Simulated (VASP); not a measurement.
# H2Os3 (P-6m2) in VASP: notebook, part 2 of 2

VASP 6.6.1. The steps go on from the part before.

### Step 3. Single point, PBE

This run uses another cell than the first one, of 9.93 Å³/atom.

INCAR reads:

```
  ALGO = Normal
  EDIFF = 1E-6
  ENCUT = 560
  GGA = PE
  GGA_COMPAT = False
  ISIF = 2
  ISMEAR = 0
  LASPH = True
  LCHARG = False
  LREAL = False
  LWAVE = False
  NBANDS = 33
  NELM = 120
  PREC = Accurate
  SIGMA = 0.1
```

KPOINTS reads:

```
k-points
0
Gamma
  6 6 4
```

POSCAR reads:

```
H2Os3
1.0
    2.8677554458      0.0000000000      0.0000000000
   -1.4338777229      2.4835490679      0.0000000000
    0.0000000000      0.0000000000      6.9706263089
H Os
2 3
Direct
    0.6666666667      0.3333333333      0.2038759151
    0.6666666667      0.3333333333      0.7961240849
    0.0000000000      0.0000000000      0.3172753537
    0.0000000000      0.0000000000      0.6827246463
    0.3333333333      0.6666666667      0.0000000000
```

Potentials or basis: VASP PAW PBE potentials, release 64 (H, Os_sv_GW).

Run with:

```bash
cat potpaw_PBE.64/H/POTCAR potpaw_PBE.64/Os_sv_GW/POTCAR > POTCAR
mpirun -np 1 vasp_std > vasp.out
```

OUTCAR:

```text
EDIFF = 1E-6
   ENCUT = 560
   GGA = PE
   ISIF = 2
   ISMEAR = 0
   LASPH = True
   LREAL = False
   NELM = 120
   PREC = Accurate

 ion  position               nearest neighbor table
   1  0.667  0.333  0.204-   3 1.83   3 1.83   3 1.83
   2  0.667  0.333  0.796-   4 1.83   4 1.83   4 1.83
   3  0.000  0.000  0.317-   1 1.83   1 1.83   1 1.83   4 2.55   5 2.76   5 2.76   5 2.76
   4  0.000  0.000  0.683-   2 1.83   2 1.83   2 1.83   3 2.55   5 2.76   5 2.76   5 2.76
   5  0.333  0.667  0.000-   3 2.76   4 2.76   3 2.76   4 2.76   3 2.76   4 2.76

  LATTYP: Found a hexagonal cell.
 ALAT       =     2.8677554458
 C/A-ratio  =     2.4306906362

  Lattice vectors:

 A1 = (   2.8677554458,   0.0000000000,   0.0000000000)
 A2 = (  -1.4338777229,   2.4835490679,   0.0000000000)
 A3 = (   0.0000000000,   0.0000000000,   6.9706263089)

Analysis of symmetry for initial positions (statically):
=====================================================================
 Subroutine PRICEL returns:
 Original cell was already a primitive cell.

 Routine SETGRP: Setting up the symmetry group for a
 hexagonal supercell.

 Subroutine GETGRP returns: Found 12 space group operations
 (whereof 12 operations were pure point group operations)
 out of a pool of 24 trial point group operations.

The static configuration has the point symmetry D_3h.

Analysis of symmetry for dynamics (positions and initial velocities):
=====================================================================
 Subroutine PRICEL returns:
 Original cell was already a primitive cell.

 Routine SETGRP: Setting up the symmetry group for a
 hexagonal supercell.

 Subroutine GETGRP returns: Found 12 space group operations
 (whereof 12 operations were pure point group operations)
 out of a pool of 24 trial point group operations.

[... 119 lines left out ...]
   IALGO  =     38    algorithm
   IMIX   =      4    mixing-type and parameters
     AMIX     =   0.40;   BMIX     =  1.00
     AMIX_MAG =   1.60;   BMIX_MAG =  1.00
  volume/ion in A,a.u.               =       9.93        67.01
  Fermi-wavevector in a.u.,A,eV,Ry     =   1.640977  3.100998 36.637863  2.692807
  Thomas-Fermi vector in A             =   2.731525
   LORBIT       =      0    0 simple, 1 ext, 2 COOP (PROOUT), +10 PAW based schemes
   GGA     = PE    functional components
   LHFCALC =     F    Hartree Fock is set to
   AEXX    =    0.0000 exact exchange contribution
   IVDW    =     0    specifies the selected vdW correction
   LEPSILON=     F    determine dielectric tensor
   LRPA    =     F    only Hartree local field effects (RPA)
 non-spin polarized calculation
 Gauss-broadening in eV      SIGMA  =   0.10
  energy-cutoff  :      560.00
  volume of cell :       49.65
 maximum number of plane-waves:      1515
 NGX is ok and might be reduce to    24
   NGX = 11   NGY = 11   NGZ = 27

 number of electron      49.9999998 magnetization

 Free energy of the ion-electron system (eV)
  ---------------------------------------------------
  ext. energy  EPLUGINS =         0.00000000
  ---------------------------------------------------
  free energy    TOTEN  =       -41.11087073 eV

  energy without entropy =      -41.09310081  energy(sigma->0) =      -41.10198577

 E-fermi :  11.9942     XC(G=0): -13.8773

 val. band max:       11.9920787046   @ k =   0.3333  -0.0000   0.2500
 cond. band min:      12.0035817193   @ k =   0.1667   0.1667   0.5000
 fundamental gap:      0.0115030147
 Fermi energy:        11.9941931849

 k-point     1 :       0.0000    0.0000    0.0000
  band No.  band energies     occupation
      1     -74.8486      2.00000
      2     -74.5252      2.00000
      3     -74.4918      2.00000
      4     -34.4715      2.00000
      5     -34.1786      2.00000
      6     -33.9703      2.00000
[... 745 lines left out ...]
     32      17.6211      0.00000
     33      17.8238      0.00000

------------------------ aborting loop because EDIFF is reached ----------------------------------------

  FORCE on cell =-STRESS in cart. coord.  units (eV):
  Direction    XX          YY          ZZ          XY          YZ          ZX
  --------------------------------------------------------------------------------------
  -------------------------------------------------------------------------------------
  Total       -0.3863653     -0.3863653     -0.3573058      0.0000000     -0.0000000      0.0000000
  in kB      -12.4687242    -12.4687242    -11.5309217      0.0000000     -0.0000000      0.0000000
  external PRESSURE =     -12.1561234 kB  Pullay stress =       0.0000000 kB

 VOLUME and BASIS-vectors are now :
 -----------------------------------------------------------------------------
  energy-cutoff  :      560.00
  volume of cell :       49.65
      direct lattice vectors                 reciprocal lattice vectors
     2.867755446  0.000000000  0.000000000     0.348704769  0.201324792  0.000000000
    -1.433877723  2.483549068  0.000000000     0.000000000  0.402649584  0.000000000
     0.000000000  0.000000000  6.970626309     0.000000000  0.000000000  0.143459132

 POSITION                                       TOTAL-FORCE (eV/Angst)
 -----------------------------------------------------------------------------------
      1.43388      0.82785      1.42114        -0.000000     -0.000000     -0.005089
      1.43388      0.82785      5.54948        -0.000000     -0.000000      0.005089
      0.00000      0.00000      2.21161        -0.000000     -0.000000      0.014338
      0.00000      0.00000      4.75902        -0.000000     -0.000000     -0.014338
     -0.00000      1.65570      0.00000         0.000000      0.000000     -0.000000
 -----------------------------------------------------------------------------------
    total drift:                                0.000001     -0.000000     -0.000000

  FREE ENERGIE OF THE ION-ELECTRON SYSTEM (eV)
  ---------------------------------------------------
  free  energy   TOTEN  =       -41.1108707293 eV

  energy  without entropy=      -41.0931008122  energy(sigma->0) =      -41.10198577
```

Run time: 51 s. Hardware: 1 thread of Intel Xeon Platinum 8488C (Sapphire Rapids), shared host; peak memory 0.19 GiB.

What came out:

```
Free energy            : -41.1109 eV
Pressure               : -1.2 GPa
Largest force          : 0.014 eV/Å
Band gap on the k mesh : zero (bands 25 and 26 overlap by 3.05 eV)
```

Forces in eV/Å, atoms in the order of the input:
```
H    0.000  0.000 -0.005
H    0.000  0.000  0.005
Os   0.000  0.000  0.014
Os   0.000  0.000 -0.014
Os   0.000  0.000  0.000
```

Caveat: the k points lie up to 0.42 Å⁻¹ apart, too coarse for converged energies and pressures of a metal; spin-orbit coupling is left out, which moves the levels of the heavy elements.

The gap in the log of VASP goes by the Fermi energy; the results here count the filled bands.